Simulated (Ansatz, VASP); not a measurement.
K2S in VASP and in Ansatz

```
S K
1.0
     0.00000    3.73133    3.73133
     3.73133    0.00000    3.73133
     3.73133    3.73133    0.00000
S K
1 2
Direct
  0.00000 0.00000 0.00000
  0.25000 0.25000 0.25000
  0.75000 0.75000 0.75000
```

Alike in both runs: task electric field gradients; functional PBE; k mesh 10 × 10 × 10; occupations fermi-dirac, width 0.03 eV; no spin polarisation.

|  | VASP | Ansatz |
| --- | --- | --- |
| version | VASP 6.6.1 | Ansatz 0.2.0 |
| potentials or method | VASP PAW PBE potentials, release 64 (S, K_sv), cutoff 400 eV | all-electron PAW with datasets made for the crystal, scalar-relativistic |

```csv
,VASP,Ansatz,Ansatz less VASP
gap on the k mesh at the Fermi level (eV),2.32,2.32,+0.001
pressure (GPa),0.0,0.0,-0.04
```

Ansatz ran all-electron here, and VASP with PAW potentials.
